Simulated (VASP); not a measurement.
Write the native input for VASP 6.6.1 that does the following.

```yaml
Task: single point
Functional: PBE
Potentials_or_basis: VASP PAW PBE potentials, release 64 (Ga_d, Os, Pt)
Cutoff: 520 eV
k_mesh: 2 × 2 × 2, shifted
Occupations: gaussian, width 0.1 eV
Spin: no spin polarisation
Dipole_correction: no
Further_INCAR_settings: LREAL = Auto; ALGO = Fast; EDIFF = 1e-06; NBANDS = 92; ISYM = 0
```

The structure of GaOs3Pt12 lies in POSCAR:

```
GaOs3Pt12
1.0
    7.5369104944      0.0000697846     -0.0000352292
    0.0000697846      5.7408229879      0.0069104761
   -0.0000352292      0.0069104761      5.7265366129
Ga Os Pt
1 3 12
Direct
    0.4986632514      0.5130559383      0.9901575878
    0.9987566615      0.0267984760      0.0309820229
    0.9987901476      0.4798263400      0.0060127292
    0.9987215353      0.0181814471      0.4703205266
    0.4987495105      0.9806622417      0.9919317956
    0.2647508399      0.2568646078      0.2392519350
    0.4987692178     -0.0022643296      0.5002274440
    0.7327349964      0.2569137254      0.2391791470
   -0.0012419976      0.4887317425      0.4856395070
    0.2400416828      0.7473740220      0.2446439548
    0.2367376307      0.2386871708      0.7510661208
    0.4987677293      0.5091490472      0.5310338986
    0.7574647982      0.7473861735      0.2446037196
    0.7607793476      0.2387332232      0.7510670114
    0.2190178111      0.7591652728      0.7534307604
    0.7785382617      0.7592372178      0.7533873820
```

The input as run:

INCAR

```
SYSTEM = GaOs3Pt12
PREC = Accurate
ENCUT = 520
EDIFF = 1E-6
ISMEAR = 0
SIGMA = 0.1
LREAL = Auto
LASPH = .TRUE.
NELM = 60
ALGO = Fast
ISIF = 2
LWAVE = .FALSE.
LCHARG = .FALSE.
GGA = PE
ISYM = 0
NBANDS = 92
```

KPOINTS

```
Automatic mesh
0
Gamma
  2 2 2
  0.5 0.5 0.5
```

Potentials or basis: VASP PAW PBE potentials, release 64 (Ga_d, Os, Pt).

The run is started by

```sh
$ cat potpaw_PBE.64/Ga_d/POTCAR potpaw_PBE.64/Os/POTCAR potpaw_PBE.64/Pt/POTCAR > POTCAR
$ mpirun -np 1 vasp_std > vasp.out
```

Results of the run:

```yaml
Pressure: -0.4 GPa
Largest_force: 0.038 eV/Å
```

Caveat: the k points lie up to 0.55 Å⁻¹ apart.

Wall time 7.3 min on 1 thread of AMD EPYC 7R13 Processor (Zen 3), on a shared host, peak memory 0.36 GiB.
